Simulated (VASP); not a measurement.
The system is InSb.

```
CELL_PARAMETERS angstrom
3.76898 0.00000 0.00000
0.00000 3.76898 0.00000
0.00000 0.00000 3.76898
ATOMIC_POSITIONS crystal
In 0.00000 0.00000 0.00000
Sb 0.50000 0.50000 0.50000
```

Base run:

| Item | Value |
| --- | --- |
| Program | VASP 6.6.1 |
| Functional | PBE |
| Potentials or basis | VASP PAW PBE potentials, release 64 (In_d, Sb) |
| Cutoff | 500 eV |
| k mesh | 8 × 8 × 8 |
| Occupations | fermi-dirac, width 0.02 eV |
| Spin | no spin polarisation |

Its results: band gap on the k mesh zero (bands 9 and 10 overlap by 3.42 eV); pressure 1.2 GPa.

Question: The run is repeated on the same cell with these changes: functional from PBE to r2SCAN; cutoff from 500 eV to 550 eV. What comes out?

Answer: Band gap on the k mesh zero (bands 9 and 10 overlap by 3.56 eV); pressure 0.4 GPa.

Caveats: spin-orbit coupling is left out, which moves the levels of the heavy elements; the PAW data sets were made with another functional, which shifts forces and pressure a little (at least some runs).
